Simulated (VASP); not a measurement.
Write the native input for VASP 6.6.1 that does the following.

* Task: single point
* Functional: LDA
* Potentials or basis: VASP PAW LDA potentials, release 64 (Ta_pv, Ru_pv)
* Cutoff: 520 eV
* k mesh: 14 × 14 × 12
* Occupations: gaussian, width 0.1 eV
* Spin: no spin polarisation
* Dipole correction: no
* Further INCAR settings: ALGO = Fast; EDIFF = 1e-06; NBANDS = 20

The structure of TaRu lies in POSCAR:

```
TaRu
1.0
    3.0019129093      0.0000000000      0.0000000000
    0.0000000000      3.0019129093      0.0000000000
    0.0000000000      0.0000000000      3.3669670702
Ta Ru
1 1
Direct
    0.5000000000      0.5000000000      0.5000000000
    0.0000000000      0.0000000000      0.0000000000
```

The input as run:

INCAR

```
ALGO = Fast
EDIFF = 1E-6
ENCUT = 520
GGA = CA
ISIF = 2
ISMEAR = 0
LASPH = T
LCHARG = T
LELF = T
LREAL = F
LVHAR = T
LWAVE = F
NBANDS = 20
NELM = 60
PREC = Accurate
SIGMA = 0.1
```

KPOINTS

```
k-points
0
Gamma
  14 14 12
```

Potentials or basis: VASP PAW LDA potentials, release 64 (Ta_pv, Ru_pv).

The run is started by

```bash
$ cat potpaw_LDA.64/Ta_pv/POTCAR potpaw_LDA.64/Ru_pv/POTCAR > POTCAR
$ mpirun -np 1 vasp_std > vasp.out
```

It gave:

```json
{
  "Pressure": "1.0 GPa"
}
```

Wall time 98 s on 1 thread of Intel(R) Xeon(R) Platinum 8259CL CPU @ 2.50GHz (Skylake/Cascade Lake), on a shared host, peak memory 0.25 GiB.
